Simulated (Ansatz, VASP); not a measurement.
# One calculation of BaZrO3, two programs

```
Ba Zr O
1.0
     4.19134    0.00000    0.00000
     0.00000    4.19134    0.00000
     0.00000    0.00000    4.19134
Ba Zr O
1 1 3
Direct
  0.00000 0.00000 0.00000
  0.50000 0.50000 0.50000
  0.00000 0.50000 0.50000
  0.50000 0.00000 0.50000
  0.50000 0.50000 0.00000
```

Alike in both runs: task relaxation of cell and atoms; functional PBE; k mesh 5 × 5 × 5; no spin polarisation.

```csv
,VASP,Ansatz
version,VASP 6.6.1,Ansatz 0.2.0
potentials or method,"VASP PAW PBE potentials, release 64 (Ba_sv, Zr_sv, O), cutoff 600 eV","plane waves, PAW"
occupations,"gaussian, width 0.01 eV",fixed
valence electrons in the cell,40,40
```

|  | VASP | Ansatz | Ansatz less VASP |
| --- | --- | --- | --- |
| relaxed volume (Å³/atom) | 15.19 | 15.11 | -0.085 |
| relaxed cell length with the largest relative difference (Å) | 4.235 | 4.227 | -0.0079 |

Ansatz's warnings: stress scf threshold loose.

Spin-orbit coupling is off throughout.
